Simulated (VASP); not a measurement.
Input of a VASP 6.6.1 run:

The input POSCAR:

```
LiCl
1.0
    0.0000000000      2.8423642382      2.8423642382
    2.8423642382      0.0000000000      2.8423642382
    2.8423642382      2.8423642382      0.0000000000
Li Cl
1 1
Direct
    0.0000000000      0.0000000000      0.0000000000
    0.2500000000      0.2500000000      0.2500000000
```

Contents of INCAR.step1:

```
  PREC = Accurate
  ENCUT = 520
  EDIFF = 1E-5
  ISMEAR = 0
  SIGMA = 0.01
  LREAL = F
  LASPH = T
  NELM = 80
  ALGO = Normal
  ISIF = 2
  LWAVE = T
  LCHARG = F
  GGA = PE
  NBANDS = 12
```

Contents of INCAR.step2:

```
  PREC = Accurate
  ENCUT = 520
  EDIFF = 1E-6
  ISMEAR = 0
  SIGMA = 0.01
  LREAL = F
  LASPH = T
  NELM = 80
  ALGO = Normal
  ISIF = 2
  LWAVE = F
  LCHARG = F
  GGA = PE
  LHFCALC = T
  HFSCREEN = 0.2079
  PRECFOCK = Normal
  ISTART = 1
  NBANDS = 12
```

Contents of KPOINTS:

```
regular mesh
0
Gamma
  6 6 6
```

Potentials or basis: VASP PAW PBE potentials, release 64 (Li_sv, Cl).

The run is started by

```console
$ cat potpaw_PBE.64/Li_sv/POTCAR potpaw_PBE.64/Cl/POTCAR > POTCAR
$ cp INCAR.step1 INCAR
$ mpirun -np 1 vasp_std > vasp.out
$ cp INCAR.step2 INCAR
$ mpirun -np 1 vasp_std > vasp.out
```

Q: What does it give for the band gap on the k mesh?

A: 6.97 eV, direct.

Caveat: the cell differs from its parent crystal (strain +4.0%).
